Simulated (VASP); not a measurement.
WC, 2 atoms in the cell. The structure is hexagonal, space group P-6m2 (No. 187). Conventional cell: a = 2.667 Å, b = 2.667 Å, c = 2.828 Å, α = 90.00°, β = 90.00°, γ = 120.00°. W (site symmetry -6m2) has 6 C at 2.09 Å and 8 W at 2.67 to 2.83 Å within 2.9 Å. C (site symmetry -6m2) has 6 W at 2.09 Å and 8 C at 2.67 to 2.83 Å within 2.9 Å.  This cell differs from its parent crystal: strain -0.080 along x and y, +0.000 along z.

* Program: VASP 6.6.1
* Task: single point
* Functional: PBEsol
* Potentials or basis: VASP PAW PBE potentials, release 64 (W_sv, C)
* Cutoff: 520 eV
* k mesh: 24 × 24 × 22
* Occupations: gaussian, width 0.15 eV
* Spin: no spin polarisation
* Dipole correction: no
* Further INCAR settings: ALGO = Normal; EDIFF = 1e-07; NBANDS = 16

Potentials or basis: VASP PAW PBE potentials, release 64 (W_sv, C).

The run is started by

```console
$ cat potpaw_PBE.64/W_sv/POTCAR potpaw_PBE.64/C/POTCAR > POTCAR
$ mpirun -np 1 vasp_std > vasp.out
```

Hardware: 1 thread of Intel Xeon 8259CL, on a shared host.

Task: Estimate the wall time of this run.

Result: It took 110 s on 1 thread of Intel Xeon 8259CL, with other jobs on the host, peak memory 0.3 GiB. Counts: scf iterations 12, k points 732.
